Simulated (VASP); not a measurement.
The system is Rh.

```
Rh
1.0
     0.00000    1.89785    1.89785
     1.89785    0.00000    1.89785
     1.89785    1.89785    0.00000
Rh
1
Direct
  0.00000 0.00000 0.00000
```

```yaml
Program: VASP 6.6.1
Task: relaxation of cell and atoms
Functional: LDA
Potentials_or_basis: VASP PAW LDA potentials, release 64 (Rh_pv)
Cutoff: 500 eV
k_mesh: 9 × 9 × 9
Occupations: gaussian, width 0.05 eV
Spin: no spin polarisation
```

At the start: pressure -8.9 GPa; volume 13.67 Å³/atom.

Q: Where does the relaxation end?

A: Over 7 steps the energy falls by 11.6 meV/atom and the volume is 13.26 Å³/atom (-3.0 %); space group Fm-3m (No. 225, to 0.1 Å) before and after.

The path:
```
step  energy change (eV)  largest force (eV/Å)  pressure (GPa)  volume (Å³)
   1              0.0000                0.0000           -8.87        13.67
   2              0.0822                0.0000           31.53        12.23
   3             -0.0116                0.0000           -0.24        13.28
   4             -0.0116                0.0000           -0.13        13.27
   5             -0.0116                0.0000            0.16        13.26
   6             -0.0116                0.0000           -0.34        13.28
   7             -0.0116                0.0000           -0.01        13.26
```

Final structure:
```
Rh
1.0
     0.00000    1.87879    1.87879
     1.87879    0.00000    1.87879
     1.87879    1.87879    0.00000
Rh
1
Direct
  0.00000 0.00000 0.00000
```
